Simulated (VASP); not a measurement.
A run of VASP 6.6.1:

File POSCAR:

```
Mo
1.0
    2.5303471174      0.0000000000      0.0000000000
   -1.2651735587      2.1913448841      0.0000000000
    0.0000000000      0.0000000000      2.5551807000
Mo
1
Direct
    0.0000000000      0.0000000000      0.5000000000
```

INCAR.step1

```
SYSTEM = Mo
ALGO = Normal ; EDIFF = 1E-4
ENCUT = 520 ; GGA = PE
ISMEAR = 0 ; LASPH = .True.
LCHARG = .False. ; LREAL = .False.
LWAVE = .True. ; NBANDS = 13
NELM = 60 ; PREC = Accurate
SIGMA = 0.15
```

File INCAR.step2:

```
SYSTEM = Mo
ALGO = Normal ; EDIFF = 1E-6
ENCUT = 520 ; ISIF = 2
ISMEAR = 0 ; ISTART = 1
LASPH = .True. ; LCHARG = .False.
LMIXTAU = .True. ; LREAL = .False.
LWAVE = .False. ; METAGGA = R2SCAN
NBANDS = 13 ; NELM = 60
PREC = Accurate ; SIGMA = 0.15
```

The input KPOINTS:

```
k-points
0
Gamma
  18 18 18
  0 0 0
```

Potentials or basis: VASP PAW PBE potentials, release 64 (Mo_sv).

Command:

```console
$ cat potpaw_PBE.64/Mo_sv/POTCAR > POTCAR
$ cp INCAR.step1 INCAR
$ mpirun -np 1 vasp_std > vasp.out
$ cp INCAR.step2 INCAR
$ mpirun -np 1 vasp_std > vasp.out
```

Hardware: 1 thread of AMD EPYC 9R45 (Zen 5) (shared host).

**Question.** How long does it take, and how much memory?

**Answer.** It took 2.5 min on 1 thread of AMD EPYC 9R45 (Zen 5), on a shared host, peak memory 0.14 GiB. Counts: k points 370.
